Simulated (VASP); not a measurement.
Wanted: the native input for a VASP 6.6.1 run.

```
Task                   : single point
Functional             : LDA
Potentials or basis    : VASP PAW LDA potentials, release 64 (Ni)
Cutoff                 : 520 eV
k mesh                 : 24 × 24 × 24
Occupations            : gaussian, width 0.15 eV
Spin                   : no spin polarisation
Dipole correction      : no
Further INCAR settings : ALGO = Fast; EDIFF = 1e-06; NBANDS = 11
```

The structure of Ni lies in POSCAR:

```
Ni
1.0
    0.0000000000      1.7119891795      1.7119891795
    1.7119891795      0.0000000000      1.7119891795
    1.7119891795      1.7119891795      0.0000000000
Ni
1
Direct
    0.0000000000      0.0000000000      0.0000000000
```

One way to write it, as run:

INCAR

```
SYSTEM = Ni
PREC = Accurate
ENCUT = 520
EDIFF = 1E-6
ISMEAR = 0
SIGMA = 0.15
LREAL = .FALSE.
LASPH = .TRUE.
NELM = 100
ALGO = Fast
ISIF = 2
LWAVE = .FALSE.
LCHARG = .FALSE.
GGA = CA
NBANDS = 11
```

KPOINTS

```
regular mesh
0
G
  24 24 24
  0 0 0
```

Potentials or basis: VASP PAW LDA potentials, release 64 (Ni).

The run is started by

```console
$ cat potpaw_LDA.64/Ni/POTCAR > POTCAR
$ mpirun -np 1 vasp_std > vasp.out
```

It gave:

| Item | Value |
| --- | --- |
| Pressure | -1.4 GPa |
| Band gap on the k mesh | zero (band 5 reaches 10.28 eV, above the bottom of band 6 at 9.20 eV) |

Caveat: the run has no spin polarisation, though such a crystal can be magnetic.

It took 37 s on 1 thread of Intel(R) Xeon(R) Platinum 8259CL CPU @ 2.50GHz (Skylake/Cascade Lake), on a shared host, peak memory 0.15 GiB.
